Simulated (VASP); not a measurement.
# Pb8CS8O in VASP: further runs, part 2 of 2

VASP 6.6.1. The steps go on from the part before.

## 4. Single point, PBE

Contents of INCAR:

```
SYSTEM = Pb8CS8O
  PREC = Accurate
  ENCUT = 520
  EDIFF = 1E-6
  ISMEAR = 0
  SIGMA = 0.05
  LREAL = Auto
  LASPH = .True.
  NELM = 100
  ALGO = Normal
  ISIF = 2
  LWAVE = .False.
  LCHARG = .False.
  LDIPOL = .True.
  IDIPOL = 3
  DIPOL = 0.5 0.5 0.273
  GGA = PE
  NBANDS = 100
```

Contents of KPOINTS:

```
Automatic mesh
0
Gamma
  3 3 1
  0 0 0
```

Contents of POSCAR:

```
Pb8CS8O
1.0
    8.4980431765      0.0000000000      0.0000000000
    0.0000000000      8.4980431765      0.0000000000
    0.0000000000      0.0000000000     20.7166259994
Pb S C O
8 8 1 1
Direct
    0.2500000000      0.2500000000      0.1930816341
    0.2500000000      0.7500000000      0.1930816341
    0.7500000000      0.2500000000      0.1930816341
    0.7500000000      0.7500000000      0.1930816341
    0.0000000000      0.0000000000      0.3242142808
    0.0000000000      0.5000000000      0.3242142808
    0.5000000000      0.0000000000      0.3242142808
    0.5000000000      0.5000000000      0.3242142808
    0.0000000000      0.0000000000      0.1930816341
    0.0000000000      0.5000000000      0.1930816341
    0.5000000000      0.0000000000      0.1930816341
    0.5000000000      0.5000000000      0.1930816341
    0.2500000000      0.2500000000      0.3230985962
    0.2500000000      0.7500000000      0.3230985962
    0.7500000000      0.2500000000      0.3230985962
    0.7500000000      0.7500000000      0.3230985962
    0.6390921145      0.0000000000      0.3937236691
    0.8609078855      0.0000000000      0.3937236691
```

Potentials or basis: VASP PAW PBE potentials, release 64 (Pb_d, S, C, O).

Started as:

```bash
> cat potpaw_PBE.64/Pb_d/POTCAR potpaw_PBE.64/S/POTCAR potpaw_PBE.64/C/POTCAR potpaw_PBE.64/O/POTCAR > POTCAR
> mpirun -np 1 vasp_std > vasp.out
```

OUTCAR:

```text
SYSTEM = Pb8CS8O
   PREC = Accurate
   ENCUT = 520
   EDIFF = 1E-6
   ISMEAR = 0
   LREAL = Auto
   LASPH = .True.
   NELM = 100
   ISIF = 2
   GGA = PE

 ion  position               nearest neighbor table
   1  0.250  0.250  0.193-  13 2.69  10 3.00  11 3.00  12 3.00   9 3.00   6 4.05   7 4.05   8 4.05
                             5 4.05
   2  0.250  0.750  0.193-  14 2.69  10 3.00  11 3.00  12 3.00   9 3.00   6 4.05   7 4.05   8 4.05
                             5 4.05
   3  0.750  0.250  0.193-  15 2.69  10 3.00  11 3.00  12 3.00   9 3.00   6 4.05   7 4.05   8 4.05
                             5 4.05
   4  0.750  0.750  0.193-  16 2.69  10 3.00  11 3.00  12 3.00   9 3.00   6 4.05   7 4.05   8 4.05
                             5 4.05
   5  0.000  0.000  0.324-  18 1.86   9 2.72  14 3.00  15 3.00  16 3.00  13 3.00   3 4.05   4 4.05
                             1 4.05   2 4.05
   6  0.000  0.500  0.324-  10 2.72  13 3.00  14 3.00  15 3.00  16 3.00   2 4.05   3 4.05   4 4.05
                             1 4.05
   7  0.500  0.000  0.324-  17 1.86  11 2.72  14 3.00  15 3.00  16 3.00  13 3.00   3 4.05   4 4.05
                             1 4.05   2 4.05
   8  0.500  0.500  0.324-  12 2.72  13 3.00  14 3.00  15 3.00  16 3.00   2 4.05   3 4.05   4 4.05
                             1 4.05
   9  0.000  0.000  0.193-   5 2.72   2 3.00   3 3.00   4 3.00   1 3.00
  10  0.000  0.500  0.193-   6 2.72   2 3.00   3 3.00   4 3.00   1 3.00
  11  0.500  0.000  0.193-   7 2.72   2 3.00   3 3.00   4 3.00   1 3.00
  12  0.500  0.500  0.193-   8 2.72   2 3.00   3 3.00   4 3.00   1 3.00
  13  0.250  0.250  0.323-   1 2.69   5 3.00   6 3.00   7 3.00   8 3.00
  14  0.250  0.750  0.323-   2 2.69   5 3.00   6 3.00   7 3.00   8 3.00
  15  0.750  0.250  0.323-   3 2.69   5 3.00   6 3.00   7 3.00   8 3.00
  16  0.750  0.750  0.323-   4 2.69   5 3.00   6 3.00   7 3.00   8 3.00
  17  0.639  0.000  0.394-   7 1.86  18 1.88
  18  0.861  0.000  0.394-   5 1.86  17 1.88

  LATTYP: Found a simple tetragonal cell.
 ALAT       =     8.4980431765
 C/A-ratio  =     2.4378113372

  Lattice vectors:

 A1 = (   8.4980431765,   0.0000000000,   0.0000000000)
 A2 = (   0.0000000000,   8.4980431765,   0.0000000000)
 A3 = (   0.0000000000,   0.0000000000,  20.7166259994)

Analysis of symmetry for initial positions (statically):
=====================================================================
 Subroutine PRICEL returns:
 Original cell was already a primitive cell.

 Routine SETGRP: Setting up the symmetry group for a
 simple tetragonal supercell.

 Subroutine GETGRP returns: Found  2 space group operations
 (whereof  2 operations were pure point group operations)
 out of a pool of 16 trial point group operations.

The static configuration has the point symmetry C_1h.

Analysis of symmetry for dynamics (positions and initial velocities):
=====================================================================
 Subroutine PRICEL returns:
 Original cell was already a primitive cell.

 Routine SETGRP: Setting up the symmetry group for a
 simple tetragonal supercell.

 Subroutine GETGRP returns: Found  2 space group operations
 (whereof  2 operations were pure point group operations)
 out of a pool of 16 trial point group operations.

The dynamic configuration has the point symmetry C_1h.

 Subroutine INISYM returns: Found  2 space group operations
 (whereof  2 operations are pure point group operations),
 and found     1 'primitive' translations
[... 93 lines left out ...]
   ions per type =               8   8   1   1
   NGX,Y,Z   is equivalent  to a cutoff of  12.52, 12.52, 12.84 a.u.
   NGXF,Y,Z  is equivalent  to a cutoff of  25.04, 25.04, 25.68 a.u.
 SYSTEM =  Pb8CS8O
   PREC   = accura    normal or accurate (medium, high low for compatibility)
   ISTART =      0    job   : 0-new  1-cont  2-samecut
   ICHARG =      2    charge: 1-file 2-atom 10-const
   ISPIN  =      1    spin polarized calculation?
   LNONCOLLINEAR =      F non collinear calculations
   LSORBIT =      F    spin-orbit coupling
   LASPH  =      T    aspherical Exc in radial PAW
   ENCUT  =  520.0 eV  38.22 Ry    6.18 a.u.  15.80 15.80 38.52*2*pi/ulx,y,z
   NELM   =    100;   NELMIN=  2; NELMDL= -5     # of ELM steps
   EDIFF  = 0.1E-05   stopping-criterion for ELM
   LREAL  =      T    real-space projection
   EDIFFG = 0.1E-04   stopping-criterion for IOM
   NSW    =      0    number of steps for IOM
   IBRION =     -1    ionic relax: 0-MD 1-quasi-New 2-CG
   NFREE  =      0    steps in history (QN), initial steepest desc. (CG)
   ISIF   =      2    stress and relaxation
   ISYM   =      2    0-nonsym 1-usesym 2-fastsym
   POTIM  = 0.5000    time-step for ionic-motion
   TEBEG  =    0.0;   TEEND  =   0.0 temperature during run
   PSTRESS=    0.0 pullay stress
   NELECT =     170.0000    total number of electrons
   NUPDOWN=      -1.0000    fix difference up-down
   EMIN   =  10.00;   EMAX   =-10.00  energy-range for DOS
   EFERMI =   0.00;   METHOD = LEGACY
   ISMEAR =     0;   SIGMA  =   0.05  broadening in eV -4-tet -1-fermi 0-gaus
   EFERMI_NEDOS =   21; number of points for ismear=-14 and -15
   IALGO  =     38    algorithm
   IMIX   =      4    mixing-type and parameters
     AMIX     =   0.40;   BMIX     =  1.00
     AMIX_MAG =   1.60;   BMIX_MAG =  1.00
  volume/ion in A,a.u.               =      83.12       560.89
  Fermi-wavevector in a.u.,A,eV,Ry     =   0.792937  1.498434  8.554657  0.628750
  Thomas-Fermi vector in A             =   1.898774
   LORBIT       =      0    0 simple, 1 ext, 2 COOP (PROOUT), +10 PAW based schemes
   GGA     = PE    functional components
   LHFCALC =     F    Hartree Fock is set to
   AEXX    =    0.0000 exact exchange contribution
   IVDW    =     0    specifies the selected vdW correction
   LEPSILON=     F    determine dielectric tensor
   LRPA    =     F    only Hartree local field effects (RPA)
 non-spin polarized calculation
 Gauss-broadening in eV      SIGMA  =   0.05
  energy-cutoff  :      520.00
  volume of cell :     1496.09
 maximum number of plane-waves:     40322
 NGX is ok and might be reduce to    64
   NGX = 31   NGY = 31   NGZ = 77

 dipolmoment           0.000000      0.000000     -0.000047 electrons x Angstroem

 number of electron     170.0000034 magnetization

 dipolmoment           0.000000      0.000000      0.353867 electrons x Angstroem

 Free energy of the ion-electron system (eV)
  ---------------------------------------------------
  ext. energy  EPLUGINS =         0.00000000
  ---------------------------------------------------
  free energy    TOTEN  =       -73.48825638 eV

  energy without entropy =      -73.47195314  energy(sigma->0) =      -73.48010476

 E-fermi :  -1.6761     XC(G=0):  -3.3865

 val. band max:       -1.6812163002   @ k =   0.0000   0.0000   0.0000
 cond. band min:      -1.6177435263   @ k =   0.3333   0.3333   0.0000
 fundamental gap:      0.0634727739
 Fermi energy:        -1.6761380374

 k-point     1 :       0.0000    0.0000    0.0000
  band No.  band energies     occupation
      1     -21.1427      2.00000
      2     -19.8872      2.00000
      3     -18.9688      2.00000
      4     -18.9324      2.00000
      5     -18.8027      2.00000
      6     -18.7884      2.00000
[... 389 lines left out ...]
     96       1.2390      0.00000
     97       1.3170      0.00000
 [bands above 97 left out]

------------------------ aborting loop because EDIFF is reached ----------------------------------------

 vacuum level on the upper side and lower side of the slab       (xc-potential included)         0.359        -0.479

  FORCE on cell =-STRESS in cart. coord.  units (eV):
  Direction    XX          YY          ZZ          XY          YZ          ZX
  --------------------------------------------------------------------------------------
  -------------------------------------------------------------------------------------
  Total        3.4686954      2.6406190     21.2594590      0.0000000      0.0000000      3.9249932
  in kB        3.7146667      2.8278700     22.7670048      0.0000000      0.0000000      4.2033214
  external PRESSURE =       9.7698472 kB  Pullay stress =       0.0000000 kB

 VOLUME and BASIS-vectors are now :
 -----------------------------------------------------------------------------
  energy-cutoff  :      520.00
  volume of cell :     1496.09
      direct lattice vectors                 reciprocal lattice vectors
     8.498043176  0.000000000  0.000000000     0.117674149  0.000000000  0.000000000
     0.000000000  8.498043176  0.000000000     0.000000000  0.117674149  0.000000000
     0.000000000  0.000000000 20.716625999     0.000000000  0.000000000  0.048270409

 POSITION                                       TOTAL-FORCE (eV/Angst)
 -----------------------------------------------------------------------------------
      2.12451      2.12451      4.00000        -0.022295      0.019821     -0.286925
      2.12451      6.37353      4.00000        -0.022295     -0.019821     -0.286925
      6.37353      2.12451      4.00000        -0.069683      0.008109     -0.257862
      6.37353      6.37353      4.00000        -0.069683     -0.008109     -0.257862
      0.00000      0.00000      6.71663         4.104020      0.000000     -4.196764
      0.00000      4.24902      6.71663        -0.150224      0.000000      0.009123
[... 10 lines left out ...]
      5.43103      0.00000      8.15663         8.785025      0.000000      6.697414
      7.31603      0.00000      8.15663        -6.627320      0.000000      5.675959
 -----------------------------------------------------------------------------------
    total drift:                                0.003759     -0.000000      0.000538

  FREE ENERGIE OF THE ION-ELECTRON SYSTEM (eV)
  ---------------------------------------------------
  free  energy   TOTEN  =       -73.4882563817 eV

  energy  without entropy=      -73.4719531386  energy(sigma->0) =      -73.48010476

 vacuum level on the upper side and lower side of the slab         3.361         2.502
```

It took 45 min on 1 thread of Intel Xeon 8259CL, shared host; peak memory 1.4 GiB.

What came out:

* Free energy: -73.4883 eV
* Largest force: 11.047 eV/Å
* Band gap on the k mesh: 0.02 eV

Forces on the atoms (eV/Å):
```
Pb  -0.022  0.020 -0.287
Pb  -0.022 -0.020 -0.287
Pb  -0.070  0.008 -0.258
Pb  -0.070 -0.008 -0.258
Pb   4.104  0.000 -4.197
Pb  -0.150  0.000  0.009
Pb  -5.830  0.000 -6.710
Pb   0.225  0.000  0.029
S   -0.275  0.000 -0.376
S    0.132  0.000  0.098
S    0.179  0.000 -0.037
S   -0.155  0.000  0.076
S    0.180  0.008  0.223
S    0.180 -0.008  0.223
S   -0.282  0.887 -0.311
S   -0.282 -0.887 -0.311
C    8.785  0.000  6.697
O   -6.627  0.000  5.676
```

Caveat: the smearing spreads over this small gap; spin-orbit coupling is left out, which moves the levels of the heavy elements.

## 5. The runs side by side

| cell | gap on the mesh (eV) | largest force (eV/Å) |
| --- | --- | --- |
| as given, atomic positions A | none | 5.01 |
| as given, atomic positions B | none | 6.88 |
| as given, atomic positions C | 0.02 | 11.05 |

Alike in all rows: task single point; level PBE; potentials or basis VASP PAW PBE potentials, release 64 (Pb_d, S, C, O); no spin polarisation; k mesh 3 × 3 × 1; cutoff (eV) 520; smearing gaussian 0.05 eV.

Caveats: spin-orbit coupling is left out, which moves the levels of the heavy elements; the smearing spreads over this small gap (at least some runs).

Absolute energies hang on the potentials; compare differences alone.

The gap in the log of VASP goes by the Fermi energy; the results here count the filled bands.